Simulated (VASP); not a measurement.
# SrVO3 (Pm-3m) in VASP: single point with PBE

Aim: the single point of SrVO3 with PBE.

Everything below comes from runs of VASP 6.6.1. Logs are shortened: lines on timing, memory, paths and dates and some standing lists are left out, and cuts for length are marked.

### Step 1. The cell of the first run

The structure is cubic, space group Pm-3m (No. 221). The conventional cell has a = 3.983 Å, b = 3.983 Å, c = 3.983 Å, α = 90.00°, β = 90.00°, γ = 90.00°. V (site symmetry m-3m) has 6 O at 1.99 Å within 2.6 Å. O (site symmetry 4/mmm) has 2 V at 1.99 Å within 2.6 Å. Within 3.7 Å of Sr (site symmetry m-3m) lie 12 O at 2.82 Å and 8 V at 3.45 Å.

### Step 2. Single point, PBE, collinear spin, ferromagnetic start

The input, POSCAR:

```
SrVO3
1.0
    3.9825248100      0.0000000000      0.0000000000
    0.0000000000      3.9825248100      0.0000000000
    0.0000000000      0.0000000000      3.9825248100
V O Sr
1 3 1
Direct
    0.0000000000      0.0000000000      0.0000000000
    0.5000000000      0.0000000000      0.0000000000
    0.0000000000      0.5000000000      0.0000000000
    0.0000000000      0.0000000000      0.5000000000
    0.5000000000      0.5000000000      0.5000000000
```

The input, INCAR.step1:

```
SYSTEM = SrVO3
PREC = Accurate ; ENCUT = 520
EDIFF = 1E-6 ; ISMEAR = -1
SIGMA = 0.1 ; LREAL = .FALSE.
LASPH = .TRUE. ; NELM = 150
ALGO = Normal ; ISIF = 2
LWAVE = .FALSE. ; LCHARG = .TRUE.
ISPIN = 2 ; MAGMOM = 1 0 0 0 0
LMAXMIX = 4 ; GGA = PE
NBANDS = 32
```

The input, KPOINTS.step1:

```
regular mesh
0
G
  5 5 5
  0 0 0
```

The input, INCAR.step2:

```
SYSTEM = SrVO3
PREC = Accurate ; ENCUT = 520
EDIFF = 1E-6 ; ISMEAR = -5
SIGMA = 0.1 ; LREAL = .FALSE.
LASPH = .TRUE. ; NELM = 150
ALGO = Normal ; ISIF = 2
LWAVE = .FALSE. ; LCHARG = .FALSE.
ISPIN = 2 ; MAGMOM = 1 0 0 0 0
LORBIT = 11 ; LMAXMIX = 4
GGA = PE ; NEDOS = 2001
ICHARG = 11
```

The input, KPOINTS.step2:

```
regular mesh
0
G
  8 8 8
  0 0 0
```

Potentials or basis: VASP PAW PBE potentials, release 64 (V_sv, O, Sr_sv).

On the command line:

```
$ cat potpaw_PBE.64/V_sv/POTCAR potpaw_PBE.64/O/POTCAR potpaw_PBE.64/Sr_sv/POTCAR > POTCAR
$ cp INCAR.step1 INCAR
$ cp KPOINTS.step1 KPOINTS
$ mpirun -np 1 vasp_std > vasp.out
$ cp INCAR.step2 INCAR
$ cp KPOINTS.step2 KPOINTS
$ mpirun -np 1 vasp_std > vasp.out
```

OUTCAR:

```text
SYSTEM = SrVO3
   PREC = Accurate
   ENCUT = 520
   EDIFF = 1E-6
   ISMEAR = -5
   LREAL = .FALSE.
   LASPH = .TRUE.
   NELM = 150
   ISIF = 2
   ISPIN = 2
   LORBIT = 11
   GGA = PE
   ICHARG = 11

 ion  position               nearest neighbor table
   1  0.000  0.000  0.000-   2 1.99   3 1.99   4 1.99   4 1.99   3 1.99   2 1.99   5 3.45   5 3.45
                             5 3.45   5 3.45   5 3.45   5 3.45   5 3.45   5 3.45
   2  0.500  0.000  0.000-   1 1.99   1 1.99   5 2.82   5 2.82   5 2.82   5 2.82
   3  0.000  0.500  0.000-   1 1.99   1 1.99   5 2.82   5 2.82   5 2.82   5 2.82
   4  0.000  0.000  0.500-   1 1.99   1 1.99   5 2.82   5 2.82   5 2.82   5 2.82
   5  0.500  0.500  0.500-   2 2.82   3 2.82   4 2.82   2 2.82   3 2.82   2 2.82   4 2.82   2 2.82
                             3 2.82   4 2.82   3 2.82   4 2.82   1 3.45   1 3.45   1 3.45   1 3.45

  LATTYP: Found a simple cubic cell.
 ALAT       =     3.9825248100

  Lattice vectors:

 A1 = (   3.9825248100,   0.0000000000,   0.0000000000)
 A2 = (   0.0000000000,   3.9825248100,   0.0000000000)
 A3 = (   0.0000000000,   0.0000000000,   3.9825248100)

Analysis of symmetry for initial positions (statically):
=====================================================================
 Subroutine PRICEL returns:
 Original cell was already a primitive cell.

 Routine SETGRP: Setting up the symmetry group for a
 simple cubic supercell.

 Subroutine GETGRP returns: Found 48 space group operations
 (whereof 48 operations were pure point group operations)
 out of a pool of 48 trial point group operations.

The static configuration has the point symmetry O_h .

Analysis of symmetry for dynamics (positions and initial velocities):
=====================================================================
 Subroutine PRICEL returns:
 Original cell was already a primitive cell.

 Routine SETGRP: Setting up the symmetry group for a
 simple cubic supercell.

 Subroutine GETGRP returns: Found 48 space group operations
 (whereof 48 operations were pure point group operations)
 out of a pool of 48 trial point group operations.

The dynamic configuration has the point symmetry O_h .

Analysis of structural, dynamic, and magnetic symmetry:
=====================================================================
 Subroutine PRICEL returns:
 Original cell was already a primitive cell.

 Routine SETGRP: Setting up the symmetry group for a
 simple cubic supercell.

 Subroutine GETGRP returns: Found 48 space group operations
 (whereof 48 operations were pure point group operations)
 out of a pool of 48 trial point group operations.

The overall configuration has the point symmetry O_h .

 Subroutine INISYM returns: Found 48 space group operations
 (whereof 48 operations are pure point group operations),
 and found     1 'primitive' translations

----------------------------------------------------------------------------------------

                                     Primitive cell

  volume of cell :      63.1649

  direct lattice vectors                    reciprocal lattice vectors
     3.982524810  0.000000000  0.000000000     0.251096992  0.000000000  0.000000000
     0.000000000  3.982524810  0.000000000     0.000000000  0.251096992  0.000000000
     0.000000000  0.000000000  3.982524810     0.000000000  0.000000000  0.251096992

  length of vectors
     3.982524810  3.982524810  3.982524810     0.251096992  0.251096992  0.251096992

  position of ions in fractional coordinates (direct lattice)
     0.000000000  0.000000000  0.000000000
     0.500000000  0.000000000  0.000000000
     0.000000000  0.500000000  0.000000000
     0.000000000  0.000000000  0.500000000
     0.500000000  0.500000000  0.500000000

  ion indices of the primitive-cell ions
   primitive index   ion index
                 1           1
                 2           2
                 3           3
                 4           4
                 5           5

----------------------------------------------------------------------------------------

 KPOINTS: regular mesh

Automatic generation of k-mesh.
 Grid dimensions read from file:
 generate k-points for:    8    8    8

 Generating k-lattice:

  Cartesian coordinates                     Fractional coordinates (reciprocal lattice)
     0.031387124  0.000000000  0.000000000     0.125000000  0.000000000  0.000000000
     0.000000000  0.031387124  0.000000000     0.000000000  0.125000000  0.000000000
     0.000000000  0.000000000  0.031387124     0.000000000  0.000000000  0.125000000

  Length of vectors
     0.031387124  0.031387124  0.031387124

  Shift w.r.t. Gamma in fractional coordinates (k-lattice)
     0.000000000  0.000000000  0.000000000

 TETIRR: Found    250 inequivalent tetrahedra from     3072

 Subroutine IBZKPT returns following result:
 ===========================================

 Found     35 irreducible k-points:

 Following reciprocal coordinates:
            Coordinates               Weight
  0.000000  0.000000  0.000000      1.000000
  0.125000  0.000000  0.000000      6.000000
  0.250000  0.000000  0.000000      6.000000
  0.375000  0.000000  0.000000      6.000000
  0.500000  0.000000  0.000000      3.000000
  0.125000  0.125000  0.000000     12.000000
[... 16 lines left out ...]
  0.375000  0.375000  0.125000     24.000000
  0.500000  0.375000  0.125000     24.000000
 [... further k-points ...]
   k-points           NKPTS =     35   k-points in BZ     NKDIM =     35   number of bands    NBANDS=     25
   number of dos      NEDOS =   2001   number of ions     NIONS =      5
   total plane-waves  NPLWV =  27000
   dimension x,y,z NGX =    30 NGY =   30 NGZ =   30
   dimension x,y,z NGXF=    60 NGYF=   60 NGZF=   60
   ions per type =               1   3   1
   NGX,Y,Z   is equivalent  to a cutoff of  12.52, 12.52, 12.52 a.u.
   NGXF,Y,Z  is equivalent  to a cutoff of  25.05, 25.05, 25.05 a.u.
 SYSTEM =  SrVO3
   PREC   = accura    normal or accurate (medium, high low for compatibility)
   ISTART =      0    job   : 0-new  1-cont  2-samecut
   ICHARG =     11    charge: 1-file 2-atom 10-const
   ISPIN  =      2    spin polarized calculation?
   LNONCOLLINEAR =      F non collinear calculations
   LSORBIT =      F    spin-orbit coupling
   LASPH  =      T    aspherical Exc in radial PAW
   ENCUT  =  520.0 eV  38.22 Ry    6.18 a.u.   7.40  7.40  7.40*2*pi/ulx,y,z
   NELM   =    150;   NELMIN=  2; NELMDL=  0     # of ELM steps
   EDIFF  = 0.1E-05   stopping-criterion for ELM
   LREAL  =      F    real-space projection
[... 7 lines left out ...]
   TEBEG  =    0.0;   TEEND  =   0.0 temperature during run
   PSTRESS=    0.0 pullay stress
   NELECT =      41.0000    total number of electrons
   NUPDOWN=      -1.0000    fix difference up-down
   EMIN   =  10.00;   EMAX   =-10.00  energy-range for DOS
   EFERMI =   0.00;   METHOD = LEGACY
   ISMEAR =    -5;   SIGMA  =   0.10  broadening in eV -4-tet -1-fermi 0-gaus
   EFERMI_NEDOS =   21; number of points for ismear=-14 and -15
   IALGO  =     38    algorithm
   IMIX   =      4    mixing-type and parameters
     AMIX     =   0.40;   BMIX     =  1.00
     AMIX_MAG =   1.60;   BMIX_MAG =  1.00
  volume/ion in A,a.u.               =      12.63        85.25
  Fermi-wavevector in a.u.,A,eV,Ry     =   1.417460  2.678612 27.336747  2.009194
  Thomas-Fermi vector in A             =   2.538688
   LORBIT       =     11    0 simple, 1 ext, 2 COOP (PROOUT), +10 PAW based schemes
   GGA     = PE    functional components
   LHFCALC =     F    Hartree Fock is set to
   AEXX    =    0.0000 exact exchange contribution
   IVDW    =     0    specifies the selected vdW correction
   LEPSILON=     F    determine dielectric tensor
   LRPA    =     F    only Hartree local field effects (RPA)
 spin polarized calculation
 Fermi weights with tetrahedron method with Bloechl corrections
  energy-cutoff  :      520.00
  volume of cell :       63.16
 maximum number of plane-waves:      1743
 NGX is ok and might be reduce to    30

 number of electron      40.9999988 magnetization       0.7966500

 Free energy of the ion-electron system (eV)
  ---------------------------------------------------
  ext. energy  EPLUGINS =         0.00000000
  ---------------------------------------------------
  free energy    TOTEN  =       -39.02949459 eV

  energy without entropy =      -39.02949459  energy(sigma->0) =      -39.02949459

 E-fermi :   5.0993     XC(G=0): -10.9897

 val. band max:        5.1333892038   @ k =   0.2500   0.2500   0.2500
 cond. band min:       5.0939254171   @ k =   0.1250   0.0000   0.0000
 fundamental gap:     -0.0394637867
 Fermi energy:         5.0992989072

 spin component 1

 k-point     1 :       0.0000    0.0000    0.0000
  band No.  band energies     occupation
      1     -61.1748      1.00000
      2     -34.9546      1.00000
      3     -34.9546      1.00000
      4     -34.9546      1.00000
      5     -29.4845      1.00000
      6     -13.9015      1.00000
[... 17 lines left out ...]
     24       5.8785      0.00000
     25       5.8785      0.00000
[... 621 lines left out ...]
      3     -34.9700      1.00000
      4     -34.9558      1.00000
      5     -29.4530      1.00000
      6     -13.4198      1.00000
[... 17 lines left out ...]
     24       7.2354      0.00000
     25       9.4227      0.00000

 [... further k-points ...]

 spin component 2

 k-point     1 :       0.0000    0.0000    0.0000
  band No.  band energies     occupation
      1     -60.3398      1.00000
      2     -34.1334      1.00000
      3     -34.1334      1.00000
      4     -34.1334      1.00000
      5     -29.4846      1.00000
      6     -13.9011      1.00000
[... 17 lines left out ...]
     24       6.3183      0.00000
     25       6.3183      0.00000
[... 621 lines left out ...]
      3     -34.1506      1.00000
      4     -34.1348      1.00000
      5     -29.4530      1.00000
      6     -13.4242      1.00000
[... 17 lines left out ...]
     24       7.6130      0.00000
     25       9.7285      0.00000

 [... further k-points ...]
[... 5 lines left out ...]
  --------------------------------------------------------------------------------------
  -------------------------------------------------------------------------------------
  Total       -4.8646340     -4.8646340     -4.8646340     -0.0000000      0.0000000     -0.0000000
  in kB     -123.3915110   -123.3915110   -123.3915110     -0.0000000      0.0000000     -0.0000000
  external PRESSURE =    -123.3915110 kB  Pullay stress =       0.0000000 kB

 VOLUME and BASIS-vectors are now :
 -----------------------------------------------------------------------------
  energy-cutoff  :      520.00
  volume of cell :       63.16
      direct lattice vectors                 reciprocal lattice vectors
     3.982524810  0.000000000  0.000000000     0.251096992  0.000000000  0.000000000
     0.000000000  3.982524810  0.000000000     0.000000000  0.251096992  0.000000000
     0.000000000  0.000000000  3.982524810     0.000000000  0.000000000  0.251096992

 POSITION                                       TOTAL-FORCE (eV/Angst)
 -----------------------------------------------------------------------------------
      0.00000      0.00000      0.00000         0.000000      0.000000      0.000000
      1.99126      0.00000      0.00000         0.000000      0.000000      0.000000
      0.00000      1.99126      0.00000         0.000000      0.000000      0.000000
      0.00000      0.00000      1.99126         0.000000      0.000000      0.000000
      1.99126      1.99126      1.99126         0.000000      0.000000      0.000000
 -----------------------------------------------------------------------------------
    total drift:                                0.000000     -0.000000      0.000000

  FREE ENERGIE OF THE ION-ELECTRON SYSTEM (eV)
  ---------------------------------------------------
  free  energy   TOTEN  =       -39.0294945900 eV

  energy  without entropy=      -39.0294945900  energy(sigma->0) =      -39.02949459

 total charge

# of ion       s       p       d       tot
------------------------------------------
    1        2.249   6.274   2.817  11.340
    2        1.561   3.431   0.000   4.992
    3        1.561   3.431   0.000   4.992
    4        1.561   3.431   0.000   4.992
    5        1.995   5.783   0.175   7.953
--------------------------------------------------
tot          8.926  22.351   2.992  34.269

 magnetization (x)

# of ion       s       p       d       tot
------------------------------------------
    1        0.006   0.006   0.798   0.810
    2       -0.001  -0.013   0.000  -0.013
    3       -0.001  -0.013   0.000  -0.013
    4       -0.001  -0.013   0.000  -0.013
    5       -0.000  -0.001   0.001   0.001
--------------------------------------------------
tot          0.003  -0.033   0.800   0.770
```

It took 2.8 min on 1 thread of Intel Xeon 8259CL, shared host; peak memory 0.24 GiB.

What came out:

```yaml
Net_moment: 0.80 μB per cell
Site_moments: V +0.81; O -0.01; Sr +0.00 μB
Valence_electrons_inside_the_program's_atomic_spheres: V 11.34; O 4.99; Sr 7.95
```

Levels at points of the mesh, in eV from the Fermi level:
Spin up:
| k point | band 17 | band 18 | band 19 | band 20 | band 21 | band 22 | band 23 | band 24 | band 25 |
| --- | --- | --- | --- | --- | --- | --- | --- | --- | --- |
| (0.00, 0.00, 0.00) | -2.73 | -2.10 | -2.10 | -2.10 | -1.22 | -1.22 | -1.22 | 0.78 | 0.78 |
| (0.50, 0.00, 0.00) | -4.04 | -3.45 | -2.48 | -2.48 | -1.14 | 0.48 | 0.48 | 0.78 | 2.80 |
| (0.50, 0.50, 0.00) | -3.76 | -3.18 | -3.18 | -1.76 | 0.44 | 0.44 | 0.72 | 1.66 | 4.59 |
| (0.50, 0.50, 0.50) | -5.35 | -1.68 | -1.68 | -1.68 | 0.91 | 0.91 | 0.91 | 4.59 | 4.59 |
Spin down:
| k point | band 16 | band 17 | band 18 | band 19 | band 20 | band 21 | band 22 | band 23 | band 24 | band 25 |
| --- | --- | --- | --- | --- | --- | --- | --- | --- | --- | --- |
| (0.00, 0.00, 0.00) | -2.74 | -2.74 | -2.12 | -2.12 | -2.12 | -0.30 | -0.30 | -0.30 | 1.22 | 1.22 |
| (0.50, 0.00, 0.00) | -3.86 | -3.86 | -3.46 | -2.49 | -2.49 | -0.20 | 1.22 | 1.25 | 1.25 | 3.17 |
| (0.50, 0.50, 0.00) | -4.28 | -3.75 | -3.18 | -3.18 | -1.78 | 1.24 | 1.24 | 1.59 | 2.07 | 4.89 |
| (0.50, 0.50, 0.50) | -5.18 | -5.18 | -1.70 | -1.70 | -1.70 | 1.75 | 1.75 | 1.75 | 4.89 | 4.91 |

Caveat: semilocal functionals often make such compounds metallic where correlation or magnetic order opens a gap, which also shifts bond lengths; tetrahedron occupations give inexact forces and stress in metals.
